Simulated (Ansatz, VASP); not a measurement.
# Two plane-wave programs on LiCl

```
Li Cl
1.0
     3.92538    0.00000    0.00000
    -1.96269    3.39948    0.00000
     0.00000    0.00000    6.28939
Li Cl
2 2
Direct
  0.66667 0.33333 0.87779
  0.33333 0.66667 0.37779
  0.66667 0.33333 0.49721
  0.33333 0.66667 0.99721
```

Alike in both runs: task single point; functional PBE; k mesh 6 × 6 × 4; no spin polarisation.

|  | VASP | Ansatz |
| --- | --- | --- |
| version | VASP 6.6.1 | Ansatz 0.2.0 |
| potentials or method | VASP PAW PBE potentials, release 64 (Li_sv, Cl) | plane waves, PAW |
| plane-wave cutoff (eV) | 520 | 420 |
| occupations | gaussian, width 0.01 eV | fixed |
| valence electrons in the cell | 20 | 20 |

```csv
,VASP,Ansatz,Ansatz less VASP
gap on the k mesh at the Fermi level (eV),5.94,5.94,-0.006
```

Noted on VASP's run: the cutoff is short for stress, so the pressure is rough.
